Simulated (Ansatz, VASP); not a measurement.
**Two plane-wave programs on ZrNb2B4**

```xyz
7
Lattice="-1.5900 1.6650 7.2000 1.5900 -1.6650 7.2000 1.5900 1.6650 -7.2000" Properties=species:S:1:pos:R:3 pbc="T T T"
Zr    1.5900    0.0000    0.0000
Nb    0.0000    0.0000   11.8080
Nb    0.0000    0.0000    2.5920
B     0.0000    1.6650    0.8064
B     1.5900    0.0000    6.3936
B     0.0000    0.0000    9.0000
B     0.0000    0.0000    5.4000
```

Alike in both runs: task relaxation of cell and atoms; functional PBE; k mesh 7 × 7 × 7; occupations gaussian, width 0.2 eV; no spin polarisation.

```csv
,VASP,Ansatz
version,VASP 6.6.1,Ansatz 0.2.0
potentials or method,"VASP PAW PBE potentials, release 64 (Zr_sv, Nb_sv, B), cutoff 500 eV","scalar-relativistic, plane waves, PAW"
valence electrons in the cell,50,50
```

Ansatz gave:

```
gap on the k mesh at the Fermi level, each at its own relaxed structure (eV) : none
relaxed volume (Å³/atom)                                                     : 10.96
relaxed cell length with the largest relative difference (Å)                 : 7.498
```

Q: Which values does VASP return?

A: gap on the k mesh at the Fermi level, each at its own relaxed structure (eV): none; relaxed volume (Å³/atom): 10.97; relaxed cell length with the largest relative difference (Å): 7.502.

A gap of «none» marks a metal or a gap that the smearing closes.

The k mesh is coarse, so the values compare programs but aren't converged.
